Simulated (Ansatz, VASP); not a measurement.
# Au in VASP and in Ansatz

```
Au
1.0
     0.00000    2.04148    2.04148
     2.04148    0.00000    2.04148
     2.04148    2.04148    0.00000
Au
1
Direct
  0.00000 0.00000 0.00000
```

Alike in both runs: functional PBEsol; k mesh 24 × 24 × 24; occupations fermi-dirac, width 0.1 eV; no spin polarisation.

Ansatz relaxed the structure, and its values are those at the end. VASP's run is a single point on that final structure, the one shown.

|  | VASP | Ansatz |
| --- | --- | --- |
| version | VASP 6.6.1 | Ansatz 0.2.0 |
| potentials or method | VASP PAW PBE potentials, release 64 (Au) | PAW with Ansatz's default frozen-core files, scalar-relativistic |
| plane-wave cutoff (eV) | 520 | 420 |
| valence electrons in the cell | 11 | 19 |

Ansatz gave:

| Quantity | Value |
| --- | --- |
| pressure (GPa) | 0.0 |

What did VASP give for the same quantities?

Pressure (GPa): -0.3.

VASP's potentials were made for PBE, not for PBEsol. VASP's potentials hold 11 valence electrons a cell and Ansatz's 19, so a difference there can come from the potentials and not from the codes.

Spin-orbit coupling is off throughout.
